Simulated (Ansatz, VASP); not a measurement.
**Zn: VASP beside Ansatz**

```
Zn
1.0
     0.00000    1.96478    1.96478
     1.96478    0.00000    1.96478
     1.96478    1.96478    0.00000
Zn
1
Direct
  0.00000 0.00000 0.00000
```

Alike in both runs: task relaxation of cell and atoms; functional RPBE; dispersion D4; k mesh 12 × 12 × 12; occupations fermi-dirac, width 0.05 eV; no spin polarisation.

|  | VASP | Ansatz |
| --- | --- | --- |
| version | VASP 6.6.1 | Ansatz 0.2.0 |
| potentials or method | VASP PAW PBE potentials, release 64 (Zn) | Ansatz PAW |
| plane-wave cutoff (eV) | 600 | 420 |
| valence electrons in the cell | 12 | 12 |

Ansatz gave:

| Quantity | Value |
| --- | --- |
| gap on the k mesh at the Fermi level, each at its own relaxed structure (eV) | none |
| relaxed volume (Å³/atom) | 14.42 |
| relaxed cell length with the largest relative difference (Å) | 2.732 |

Q: Estimate VASP's values.

A: gap on the k mesh at the Fermi level, each at its own relaxed structure (eV): none; relaxed volume (Å³/atom): 14.48; relaxed cell length with the largest relative difference (Å): 2.736.

VASP's potentials were made for PBE, not for RPBE. A gap of «none» marks a metal or a gap that the smearing closes.

Noted on Ansatz's run: the plane-wave basis is chosen anew once the cell has moved, so the energies of steps on either side of that aren't comparable.
